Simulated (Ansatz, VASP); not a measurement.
# Two plane-wave programs on AgPd4

Contents of INCAR:

```
PREC     = Accurate       # precision mode
ENCUT    = 400            # plane-wave cutoff, eV
EDIFF    = 1E-6           # SCF threshold, eV
ISMEAR   = -1             # smearing method
SIGMA    = 0.05           # smearing width, eV
LREAL    = False          # projectors in reciprocal space
LASPH    = True           # aspherical terms in the spheres
NELM     = 120            # most SCF steps
ALGO     = Normal         # electronic algorithm
ISIF     = 2              # what is computed and relaxed
LWAVE    = False          # write WAVECAR
LCHARG   = True           # write CHGCAR
LDIPOL   = True         
IDIPOL   = 3            
DIPOL    = 0.5 0.5 0.500
LELF     = True           # ELF
LVHAR    = True         
LVACPOTAV= True         
NBANDS   = 34             # bands
GGA_COMPAT= False        
NELMDL   = -8
```

KPOINTS

```
Automatic mesh
0
Gamma
  13 13 1
```

Contents of POSCAR:

```
AgPd4
1.0
    2.7154616614      0.0000000000      0.0000000000
    0.0000000000      2.7154616614      0.0000000000
    0.0000000000      0.0000000000     23.6805000000
Ag Pd
1 4
Direct
    0.0000000000      0.0000000000      0.3396818233
    0.5000000000      0.5000000000      0.4192899297
    0.0000000000      0.0000000000      0.5000000000
    0.5000000000      0.5000000000      0.5807100697
    0.0000000000      0.0000000000      0.6603181772
```

Input for Ansatz:

```yaml
crystal:
  lattice:
    - [2.7154616614, 0.0, 0.0]
    - [0.0, 2.7154616614, 0.0]
    - [0.0, 0.0, 23.6805]
  atoms:
    - { symbol: Ag, position: [0.0, 0.0, 0.3396818233] }
    - { symbol: Pd, position: [0.5, 0.5, 0.4192899297] }
    - { symbol: Pd, position: [0.0, 0.0, 0.5] }
    - { symbol: Pd, position: [0.5, 0.5, 0.5807100697] }
    - { symbol: Pd, position: [0.0, 0.0, 0.6603181772] }
kpoints:
  mp_grid: { grid: [13, 13, 1] }
scf:
  occupations: { method: fermi_dirac, width: 0.05 }
hamiltonian:
  xc: lda
  pseudopotentials: { kind: paw }
output:
  forces: true
  stress: true
  eigenvalues: true
efield:
  axis: 3
  amplitude: 0
  dipole_correction: true
```

Alike in both runs: task single point; functional LDA; k mesh 13 × 13 × 1; occupations fermi-dirac, width 0.05 eV; no spin polarisation.

|  | VASP | Ansatz |
| --- | --- | --- |
| version | VASP 6.6.1 | Ansatz 0.2.0 |
| potentials or method | VASP PAW LDA potentials, release 64 (Ag, Pd) | PAW with Ansatz's default frozen-core files, scalar-relativistic |
| plane-wave cutoff (eV) | 400 | 420 |
| valence electrons in the cell | 51 | 91 |

|  | VASP | Ansatz | Ansatz less VASP |
| --- | --- | --- | --- |
| rms of the force components (eV/Å) | 0.221 | 0.218 | -0.0029 |

LDA's correlation is that of Perdew and Zunger in VASP and of Perdew and Wang (1992) in Ansatz. Atom by atom the forces differ by 0.005 eV/Å (rms over components). VASP's potentials hold 51 valence electrons a cell and Ansatz's 91, so a difference there can come from the potentials and not from the codes.
